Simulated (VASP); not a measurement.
Wanted: the native input for a VASP 6.6.1 run.

| Property | Result |
| --- | --- |
| Task | relaxation of cell and atoms |
| Functional | r2SCAN |
| Potentials or basis | VASP PAW PBE potentials, release 64 (Bi_d) |
| Cutoff | 600 eV |
| k mesh | 16 × 16 × 16 |
| Occupations | fermi-dirac, width 0.1 eV |
| Spin | no spin polarisation |
| Target pressure | 40.8 GPa |
| Dipole correction | no |
| Further INCAR settings | ALGO = Normal; EDIFF = 1e-07; IBRION = 2; EDIFFG = -0.002; NSW = 80; ISIF = 3 |

Crystal: Bi.

```
Bi
1.0
    -1.77127    1.77127    1.77127
     1.77127   -1.77127    1.77127
     1.77127    1.77127   -1.77127
Bi
1
Direct
  0.00000 0.00000 0.00000
```

One way to write it, as run:

POSCAR

```
Bi
1.0
   -1.7712650195      1.7712650195      1.7712650195
    1.7712650195     -1.7712650195      1.7712650195
    1.7712650195      1.7712650195     -1.7712650195
Bi
1
Direct
    0.0000000000      0.0000000000      0.0000000000
```

INCAR.step1

```
SYSTEM = Bi
PREC = Accurate
ENCUT = 600
ISMEAR = -1
SIGMA = 0.1
LREAL = .FALSE.
LASPH = .TRUE.
NELM = 100
GGA = PE
ALGO = Normal
EDIFF = 1E-4
LWAVE = .TRUE.
LCHARG = .FALSE.
```

INCAR.step2

```
SYSTEM = Bi
PREC = Accurate
ENCUT = 600
EDIFF = 1E-7
ISMEAR = -1
SIGMA = 0.1
LREAL = .FALSE.
LASPH = .TRUE.
NELM = 100
ALGO = Normal
ISIF = 3
LWAVE = .FALSE.
LCHARG = .FALSE.
METAGGA = R2SCAN
LMIXTAU = .TRUE.
IBRION = 2
NSW = 80
EDIFFG = -0.002
PSTRESS = 408.0
ISTART = 1
```

KPOINTS

```
regular mesh
0
G
  16 16 16
  0 0 0
```

Potentials or basis: VASP PAW PBE potentials, release 64 (Bi_d).

Run with:

```sh
$ cat potpaw_PBE.64/Bi_d/POTCAR > POTCAR
$ cp INCAR.step1 INCAR
$ mpirun -np 1 vasp_std > vasp.out
$ cp INCAR.step2 INCAR
$ mpirun -np 1 vasp_std > vasp.out
```

It gave:

- Relaxed volume: 22.29 Å³/atom
- Relaxed cell: a = 3.071 Å, b = 3.071 Å, c = 3.071 Å, α = 109.47°, β = 109.47°, γ = 109.47°
- Space group after relaxing (to 0.05 Å): Im-3m (No. 229)
- Energy change on relaxing (the enthalpy is what falls): -16.3 meV/atom
- Ionic steps: 3
- Pressure after relaxing: 40.8 GPa

Caveat: the cell is relaxed towards a set pressure, so the enthalpy falls and the energy may rise; the PAW data sets were made with another functional, which shifts forces and pressure a little.

Run time: 4.6 min on 1 thread of Intel(R) Xeon(R) Platinum 8488C (Sapphire Rapids), with other jobs on the host, peak memory 0.2 GiB.
